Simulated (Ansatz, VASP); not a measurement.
PbSe in VASP and in Ansatz

INCAR

```
ALGO = Normal ; EDIFF = 1E-6
ENCUT = 520 ; GGA = PS
ISIF = 2 ; ISMEAR = 0
LASPH = True ; LCHARG = False
LREAL = False ; LWAVE = False
NBANDS = 17 ; NELM = 80
PREC = Accurate ; SIGMA = 0.1
```

Contents of KPOINTS:

```
k-points
0
Gamma
  12 12 12
```

Contents of POSCAR:

```
PbSe
1.0
    3.6824102085      0.0000000000      0.0000000000
    0.0000000000      3.6824102085      0.0000000000
    0.0000000000      0.0000000000      3.6824102085
Pb Se
1 1
Direct
    0.0000000000      0.0000000000      0.0000000000
    0.5000000000      0.5000000000      0.5000000000
```

Input for Ansatz:

```yaml
crystal:
  lattice:
    - [3.6824102085, 0.0, 0.0]
    - [0.0, 3.6824102085, 0.0]
    - [0.0, 0.0, 3.6824102085]
  atoms:
    - { symbol: Pb, position: [0.0, 0.0, 0.0] }
    - { symbol: Se, position: [0.5, 0.5, 0.5] }
basis:
  ecutwfc: 420
kpoints:
  mp_grid: { grid: [12, 12, 12] }
hamiltonian:
  xc: pbesol
scf:
  occupations: { method: gaussian, width: 0.1 }
output:
  forces: true
  stress: true
  eigenvalues: true
```

Alike in both runs: task single point; functional PBEsol; k mesh 12 × 12 × 12; occupations gaussian, width 0.1 eV; no spin polarisation.

|  | VASP | Ansatz |
| --- | --- | --- |
| version | VASP 6.6.1 | Ansatz 0.2.0 |
| potentials or method | VASP PAW PBE potentials, release 64 (Pb_d, Se), cutoff 520 eV | scalar-relativistic, plane waves, PAW |
| valence electrons in the cell | 20 | 30 |

```csv
,VASP,Ansatz,Ansatz less VASP
gap on the k mesh at the Fermi level (eV),none,none,-
pressure (GPa),0.9,0.9,-0.01
```

VASP's potentials were made for PBE, not for PBEsol. A gap of «none» marks a metal or a gap that the smearing closes. With one functional, cell and mesh, what is left measures potentials, basis and numerics. VASP's potentials hold 20 valence electrons a cell and Ansatz's 30, so a difference there can come from the potentials and not from the codes.

Spin-orbit coupling is off throughout.
